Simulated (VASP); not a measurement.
# Be (a cell with a defect) in VASP: single point with r2SCAN

Aim: the single point of Be (a cell with a defect) with r2SCAN.

Program: VASP 6.6.1. These are calculated values, not measurements. Logs are shortened: lines on timing, memory, paths and dates and some standing lists are left out, and cuts for length are marked.

### Step 1. The cell of the first run

The cell holds a defect, 17 atoms: a = 4.580 Å, b = 3.966 Å, c = 7.177 Å, α = 90.00°, β = 90.00°, γ = 90.00°.

### Step 2. Single point, r2SCAN

The input, POSCAR:

```
Be
1.0
   -2.2900000000     -3.9663960000      0.0000000000
    3.4350000000     -1.9831980000      0.0000000000
    0.0000000000      0.0000000000      7.1768600000
Be
17
Direct
    0.6904995228      0.5216843980     -0.0012665706
    0.5070242014      0.3363951736      0.2668650357
    0.8341234872      0.5885650031      0.4793176960
    0.5951892031      0.3900059025      0.6585137511
    0.4951123474      0.0017660191      0.0151925773
    0.2265568617      0.8233150548      0.2662706253
    0.4763595847     -0.0600624603      0.5160483833
    0.2815868119      0.6890296359      0.7689797488
    0.2233257548      0.4591702994      0.0212411835
   -0.0083448454      0.3354158090      0.2522016592
    0.2562976505      0.4493116796      0.5057813584
   -0.0588399213      0.3781177817      0.7811186229
    0.0058870667     -0.0286025086     -0.0046015946
    0.7424520042      0.8518535923      0.2467017609
   -0.0536547382      0.0777672925      0.5136843968
    0.7378074254      0.8680139750      0.7540995644
    0.2983819414      0.1678173642      0.7763078839
```

The input, INCAR.step1:

```
SYSTEM = Be
PREC = Accurate
ENCUT = 520
ISMEAR = 0
SIGMA = 0.15
LREAL = Auto
LASPH = .TRUE.
NELM = 100
NBANDS = 31
GGA = PE
ALGO = Normal
EDIFF = 1E-4
LWAVE = .TRUE.
LCHARG = .FALSE.
```

The input, INCAR.step2:

```
SYSTEM = Be
PREC = Accurate
ENCUT = 520
EDIFF = 1E-7
ISMEAR = 0
SIGMA = 0.15
LREAL = Auto
LASPH = .TRUE.
NELM = 100
ALGO = Normal
ISIF = 2
LWAVE = .FALSE.
LCHARG = .FALSE.
METAGGA = R2SCAN
LMIXTAU = .TRUE.
NBANDS = 31
ISTART = 1
```

The input, KPOINTS:

```
Automatic mesh
0
G
  5 5 3
  0 0 0
```

Potentials or basis: VASP PAW PBE potentials, release 64 (Be).

Command:

```bash
> cat potpaw_PBE.64/Be/POTCAR > POTCAR
> cp INCAR.step1 INCAR
> mpirun -np 1 vasp_std > vasp.out
> cp INCAR.step2 INCAR
> mpirun -np 1 vasp_std > vasp.out
```

OUTCAR:

```text
SYSTEM = Be
   PREC = Accurate
   ENCUT = 520
   EDIFF = 1E-7
   ISMEAR = 0
   LREAL = Auto
   LASPH = .TRUE.
   NELM = 100
   ISIF = 2
   METAGGA = R2SCAN
   ISTART = 1

 ion  position               nearest neighbor table
   1  0.690  0.522  0.999-  12 2.02   5 2.11   9 2.16  14 2.22   2 2.22  16 2.24   5 2.25  13 2.30

   2  0.507  0.336  0.267-  11 2.11  14 2.21  10 2.22   1 2.22   5 2.24   9 2.24  14 2.32   6 2.32
                             3 2.36  10 2.36   7 2.39
   3  0.834  0.589  0.479-   4 1.86  14 2.01  11 2.02  15 2.02  10 2.05  15 2.10   7 2.17  16 2.30
                             2 2.36  12 2.37
   4  0.595  0.390  0.659-  12 1.81  17 1.83   3 1.86  11 1.91   8 2.02  16 2.12   7 2.13  16 2.28
                            15 2.28
   5  0.495  0.002  0.015-  17 2.05  14 2.10   1 2.11   9 2.20   2 2.24  16 2.24  13 2.25   1 2.25
                             6 2.29  13 2.35   8 2.37
   6  0.227  0.823  0.266-   7 2.18  10 2.22  14 2.22  13 2.27  11 2.27   9 2.28   5 2.29  10 2.30
                             2 2.32  14 2.37
   7  0.476  0.940  0.516-  16 2.11   4 2.13   3 2.17   6 2.18  11 2.19  15 2.22  17 2.23   8 2.25
                            11 2.26  14 2.31   2 2.39
   8  0.282  0.689  0.769-  17 1.90  12 1.99   4 2.02   9 2.04  17 2.07  11 2.12  16 2.21   7 2.25
                            13 2.34   5 2.37
   9  0.223  0.459  0.021-  10 2.03   8 2.04  17 2.13   1 2.16  12 2.18  13 2.18   5 2.20   2 2.24
                            13 2.27   6 2.28
  10  0.992  0.335  0.252-   9 2.03   3 2.05  15 2.15   6 2.22   2 2.22  14 2.23  11 2.23   6 2.30
                            13 2.34  14 2.35   2 2.36
  11  0.256  0.449  0.506-   4 1.91   3 2.02  15 2.05   2 2.11   8 2.12   7 2.19  10 2.23  17 2.25
                             7 2.26   6 2.27
  12  0.941  0.378  0.781-   4 1.81  17 1.84   8 1.99   1 2.02  16 2.16   9 2.18  16 2.24  13 2.25
                            15 2.26   3 2.37
  13  0.006  0.971  0.995-  16 2.16   9 2.18  17 2.21  14 2.22   5 2.25  12 2.25   6 2.27   9 2.27
                             1 2.30  10 2.34   8 2.34   5 2.35
  14  0.742  0.852  0.247-   3 2.01   5 2.10   2 2.21  13 2.22   1 2.22   6 2.22  10 2.23   7 2.31
                            15 2.31   2 2.32  10 2.35   6 2.37
  15  0.946  0.078  0.514-   3 2.02  11 2.05   3 2.10  16 2.14  10 2.15   7 2.22  12 2.26   4 2.28
                            14 2.31
  16  0.738  0.868  0.754-   7 2.11   4 2.12  15 2.14  13 2.16  12 2.16   8 2.21  12 2.24   1 2.24
                             5 2.24   4 2.28   3 2.30  17 2.34
  17  0.298  0.168  0.776-   4 1.83  12 1.84   8 1.90   5 2.05   8 2.07   9 2.13  13 2.21   7 2.23
                            11 2.25  16 2.34

  LATTYP: Found a simple orthorhombic cell.
 ALAT       =     3.9663962620
 B/A-ratio  =     1.1547004875
 C/A-ratio  =     1.8094157835

  Lattice vectors:

 A1 = (  -3.4350000000,   1.9831980000,   0.0000000000)
 A2 = (  -2.2900000000,  -3.9663960000,   0.0000000000)
 A3 = (   0.0000000000,   0.0000000000,   7.1768600000)

Analysis of symmetry for initial positions (statically):
=====================================================================
 Subroutine PRICEL returns:
 Original cell was already a primitive cell.

 Routine SETGRP: Setting up the symmetry group for a
 simple orthorhombic supercell.

 Subroutine GETGRP returns: Found  1 space group operations
 (whereof  1 operations were pure point group operations)
 out of a pool of  8 trial point group operations.

The static configuration has the point symmetry C_1 .

Analysis of symmetry for dynamics (positions and initial velocities):
=====================================================================
 Subroutine PRICEL returns:
 Original cell was already a primitive cell.

 Routine SETGRP: Setting up the symmetry group for a
 simple orthorhombic supercell.

 Subroutine GETGRP returns: Found  1 space group operations
 (whereof  1 operations were pure point group operations)
 out of a pool of  8 trial point group operations.

The dynamic configuration has the point symmetry C_1 .

 Subroutine INISYM returns: Found  1 space group operations
 (whereof  1 operations are pure point group operations),
 and found     1 'primitive' translations

----------------------------------------------------------------------------------------

                                     Primitive cell

  volume of cell :     130.3755

  direct lattice vectors                    reciprocal lattice vectors
    -2.290000000 -3.966396000  0.000000000    -0.109170306 -0.189088533  0.000000000
     3.435000000 -1.983198000  0.000000000     0.218340611 -0.126059022  0.000000000
     0.000000000  0.000000000  7.176860000     0.000000000  0.000000000  0.139336702

  length of vectors
     4.579999697  3.966396262  7.176860000     0.218340626  0.252118027  0.139336702

  position of ions in fractional coordinates (direct lattice)
     0.690499523  0.521684398  0.998733429
     0.507024201  0.336395174  0.266865036
     0.834123487  0.588565003  0.479317696
     0.595189203  0.390005903  0.658513751
     0.495112347  0.001766019  0.015192577
     0.226556862  0.823315055  0.266270625
[... 9 lines left out ...]
     0.737807425  0.868013975  0.754099564
     0.298381941  0.167817364  0.776307884

  ion indices of the primitive-cell ions
   primitive index   ion index
                 1           1
                 2           2
                 3           3
                 4           4
                 5           5
                 6           6
[... 9 lines left out ...]
                16          16
                17          17

----------------------------------------------------------------------------------------

 KPOINTS: Automatic mesh

Automatic generation of k-mesh.
 Grid dimensions read from file:
 generate k-points for:    5    5    3

 Generating k-lattice:

  Cartesian coordinates                     Fractional coordinates (reciprocal lattice)
    -0.021834061 -0.037817707  0.000000000     0.200000000  0.000000000  0.000000000
     0.043668122 -0.025211804  0.000000000     0.000000000  0.200000000  0.000000000
     0.000000000  0.000000000  0.046445567     0.000000000  0.000000000  0.333333333

  Length of vectors
     0.043668125  0.050423605  0.046445567

  Shift w.r.t. Gamma in fractional coordinates (k-lattice)
     0.000000000  0.000000000  0.000000000

 Subroutine IBZKPT returns following result:
 ===========================================

 Found     38 irreducible k-points:

 Following reciprocal coordinates:
            Coordinates               Weight
  0.000000  0.000000  0.000000      1.000000
  0.200000  0.000000  0.000000      2.000000
  0.400000  0.000000  0.000000      2.000000
  0.000000  0.200000  0.000000      2.000000
  0.200000  0.200000  0.000000      2.000000
 -0.200000  0.200000  0.000000      2.000000
[... 16 lines left out ...]
  0.200000 -0.200000 -0.333333      2.000000
 -0.200000 -0.200000  0.333333      2.000000
 [... further k-points ...]
   k-points           NKPTS =     38   k-points in BZ     NKDIM =     38   number of bands    NBANDS=     31
   number of dos      NEDOS =    301   number of ions     NIONS =     17
   total plane-waves  NPLWV =  58320
   dimension x,y,z NGX =    36 NGY =   30 NGZ =   54
   dimension x,y,z NGXF=    72 NGYF=   60 NGZF=  108
   ions per type =              17
   NGX,Y,Z   is equivalent  to a cutoff of  13.07, 12.57, 12.51 a.u.
   NGXF,Y,Z  is equivalent  to a cutoff of  26.13, 25.15, 25.02 a.u.
 SYSTEM =  Be
   PREC   = accura    normal or accurate (medium, high low for compatibility)
   ISTART =      1    job   : 0-new  1-cont  2-samecut
   ICHARG =      0    charge: 1-file 2-atom 10-const
   ISPIN  =      1    spin polarized calculation?
   LNONCOLLINEAR =      F non collinear calculations
   LSORBIT =      F    spin-orbit coupling
   LASPH  =      T    aspherical Exc in radial PAW
   ENCUT  =  520.0 eV  38.22 Ry    6.18 a.u.   8.52  7.37 13.34*2*pi/ulx,y,z
   NELM   =    100;   NELMIN=  2; NELMDL=  0     # of ELM steps
   EDIFF  = 0.1E-06   stopping-criterion for ELM
   LREAL  =      T    real-space projection
   EDIFFG = 0.1E-05   stopping-criterion for IOM
   NSW    =      0    number of steps for IOM
   IBRION =     -1    ionic relax: 0-MD 1-quasi-New 2-CG
   NFREE  =      0    steps in history (QN), initial steepest desc. (CG)
   ISIF   =      2    stress and relaxation
   ISYM   =      2    0-nonsym 1-usesym 2-fastsym
   POTIM  = 0.5000    time-step for ionic-motion
   TEBEG  =    0.0;   TEEND  =   0.0 temperature during run
   PSTRESS=    0.0 pullay stress
   NELECT =      34.0000    total number of electrons
   NUPDOWN=      -1.0000    fix difference up-down
   EMIN   =  10.00;   EMAX   =-10.00  energy-range for DOS
   EFERMI =   0.00;   METHOD = LEGACY
   ISMEAR =     0;   SIGMA  =   0.15  broadening in eV -4-tet -1-fermi 0-gaus
   EFERMI_NEDOS =   21; number of points for ismear=-14 and -15
   IALGO  =     38    algorithm
   IMIX   =      4    mixing-type and parameters
     AMIX     =   0.40;   BMIX     =  1.00
     AMIX_MAG =   1.60;   BMIX_MAG =  1.00
  volume/ion in A,a.u.               =       7.67        51.75
  Fermi-wavevector in a.u.,A,eV,Ry     =   1.045930  1.976520 14.884349  1.093969
  Thomas-Fermi vector in A             =   2.180746
   LORBIT       =      0    0 simple, 1 ext, 2 COOP (PROOUT), +10 PAW based schemes
   METAGGA = R2SCAN    functional components
   LHFCALC =     F    Hartree Fock is set to
   AEXX    =    0.0000 exact exchange contribution
   IVDW    =     0    specifies the selected vdW correction
   LEPSILON=     F    determine dielectric tensor
   LRPA    =     F    only Hartree local field effects (RPA)
 non-spin polarized calculation
 Gauss-broadening in eV      SIGMA  =   0.15
  energy-cutoff  :      520.00
  volume of cell :      130.38
 maximum number of plane-waves:      3529
 NGX is ok and might be reduce to    36
   NGX = 17   NGY = 15   NGZ = 27

 number of electron      34.0000000 magnetization

 Free energy of the ion-electron system (eV)
  ---------------------------------------------------
  ext. energy  EPLUGINS =         0.00000000
  ---------------------------------------------------
  free energy    TOTEN  =       -69.06737283 eV

  energy without entropy =      -69.04711068  energy(sigma->0) =      -69.05724175

 E-fermi :   7.3037     XC(G=0): -11.3563

 val. band max:        7.2890409913   @ k =   0.0000   0.2000  -0.3333
 cond. band min:       7.3179227639   @ k =   0.4000  -0.4000  -0.3333
 fundamental gap:      0.0288817726
 Fermi energy:         7.3036898967

 k-point     1 :       0.0000    0.0000    0.0000
  band No.  band energies     occupation
      1      -5.0551      2.00000
      2      -2.7563      2.00000
      3      -2.7479      2.00000
      4       0.3418      2.00000
      5       0.7008      2.00000
      6       1.7642      2.00000
[... 21 lines left out ...]
     28      12.2067      0.00000
     29      12.4174      0.00000

 k-point     2 :       0.2000    0.0000    0.0000
  band No.  band energies     occupation
      1      -4.8313      2.00000
      2      -2.5342      2.00000
      3      -2.5236      2.00000
      4      -1.4555      2.00000
      5       0.7539      2.00000
      6       0.8122      2.00000
[... 696 lines left out ...]
 k-point    24 :      -0.2000   -0.2000    0.3333
  band No.  band energies     occupation
      1      -4.2968      2.00000
      2      -3.4679      2.00000
      3      -0.9755      2.00000
      4      -0.4959      2.00000
      5      -0.1425      2.00000
      6       0.1370      2.00000
[... 21 lines left out ...]
     28      12.7841      0.00000
     29      13.0399      0.00000

 [... further k-points ...]

 [bands above 29 left out]

------------------------ aborting loop because EDIFF is reached ----------------------------------------

  FORCE on cell =-STRESS in cart. coord.  units (eV):
  Direction    XX          YY          ZZ          XY          YZ          ZX
  --------------------------------------------------------------------------------------
  -------------------------------------------------------------------------------------
  Total        9.9906065     16.3152304      2.7238444      1.3337248      7.8918155     -1.0396958
  in kB      122.7740023    200.4969498     33.4731703     16.3900693     96.9820771    -12.7767637
  external PRESSURE =     118.9147075 kB  Pullay stress =       0.0000000 kB

 VOLUME and BASIS-vectors are now :
 -----------------------------------------------------------------------------
  energy-cutoff  :      520.00
  volume of cell :      130.38
      direct lattice vectors                 reciprocal lattice vectors
    -2.290000000 -3.966396000  0.000000000    -0.109170306 -0.189088533  0.000000000
     3.435000000 -1.983198000  0.000000000     0.218340611 -0.126059022  0.000000000
     0.000000000  0.000000000  7.176860000     0.000000000  0.000000000  0.139336702

 POSITION                                       TOTAL-FORCE (eV/Angst)
 -----------------------------------------------------------------------------------
      0.21074     -3.77340      7.16777        -0.217467      0.019265     -0.096379
     -0.00557     -2.67820      1.91525        -0.044576     -0.012591      0.101552
      0.11158     -4.47571      3.44000         0.088724     -0.094877     -0.164765
     -0.02331     -3.13422      4.72606        -0.055193     -0.019181     -0.225090
     -1.12774     -1.96731      0.10904        -0.093436      0.297064      0.190547
      2.30927     -2.53141      1.91099         0.025264      0.124677      0.092336
[... 9 lines left out ...]
      1.29205     -4.64788      5.41207         0.164626      0.015706     -0.003042
     -0.10684     -1.51632      5.57145         0.000302     -0.147446      0.034222
 -----------------------------------------------------------------------------------
    total drift:                                0.001116      0.000050     -0.000576

  FREE ENERGIE OF THE ION-ELECTRON SYSTEM (eV)
  ---------------------------------------------------
  free  energy   TOTEN  =       -69.0673728301 eV

  energy  without entropy=      -69.0471106795  energy(sigma->0) =      -69.05724175
```

Wall time 15 min (1 thread of AMD EPYC 7R43 (Zen 3), shared host); peak memory 0.24 GiB.

What came out:

- Free energy: -69.0674 eV
- Pressure: 11.9 GPa
- Largest force: 0.365 eV/Å
- Band gap on the k mesh: zero (bands 17 and 18 overlap by 0.99 eV)

Forces on the atoms (eV/Å):
```
Be  -0.217  0.019 -0.096
Be  -0.045 -0.013  0.102
Be   0.089 -0.095 -0.165
Be  -0.055 -0.019 -0.225
Be  -0.093  0.297  0.191
Be   0.025  0.125  0.092
Be  -0.021  0.009  0.056
Be  -0.120 -0.194  0.216
Be   0.121  0.034  0.062
Be  -0.048  0.038 -0.061
Be   0.011  0.049  0.078
Be  -0.059 -0.181 -0.211
Be   0.157  0.047  0.023
Be  -0.020  0.059 -0.103
Be   0.111 -0.043  0.011
Be   0.165  0.016 -0.003
Be   0.000 -0.147  0.034
```

Stress tensor (GPa, compression positive):
```
12.28  1.64 -1.28
 1.64 20.05  9.70
-1.28  9.70  3.35
```

Caveat: the PAW data sets were made with another functional, which shifts forces and pressure a little.

The gap in the log of VASP goes by the Fermi energy; the results here count the filled bands.